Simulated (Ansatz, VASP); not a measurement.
**One calculation of Ta2F, two programs**

```xyz
6
Lattice="2.9389 0.0000 0.0000 -1.4694 2.5451 0.0000 0.0000 0.0000 13.6824" Properties=species:S:1:pos:R:3 pbc="T T T"
Ta    0.0000    0.0000    3.7629
Ta    0.0000    0.0000    9.9195
Ta    0.0000    1.6968    1.2499
Ta    1.4694    0.8484   12.4325
F     1.4694    0.8484    5.2029
F     0.0000    1.6968    8.4795
```

Alike in both runs: functional PBE; k mesh 12 × 12 × 4; occupations gaussian, width 0.1 eV; no spin polarisation.

Ansatz relaxed the structure, and its values are those at the end. VASP's run is a single point on that final structure, the one shown.

|  | VASP | Ansatz |
| --- | --- | --- |
| version | VASP 6.6.1 | Ansatz 0.2.0 |
| potentials or method | VASP PAW PBE potentials, release 64 (Ta_pv, F), cutoff 520 eV | scalar-relativistic, plane waves, PAW |
| valence electrons in the cell | 58 | 66 |

```csv
,VASP,Ansatz,Ansatz less VASP
gap on the k mesh at the Fermi level (eV),none,none,-
pressure (GPa),0.1,0.0,-0.10
rms of the force components (eV/Å),0.019,0.000,-0.0190
```

A gap of «none» marks a metal or a gap that the smearing closes. VASP's potentials hold 58 valence electrons a cell and Ansatz's 66, so a difference there can come from the potentials and not from the codes.

Neither program's run includes spin-orbit coupling.
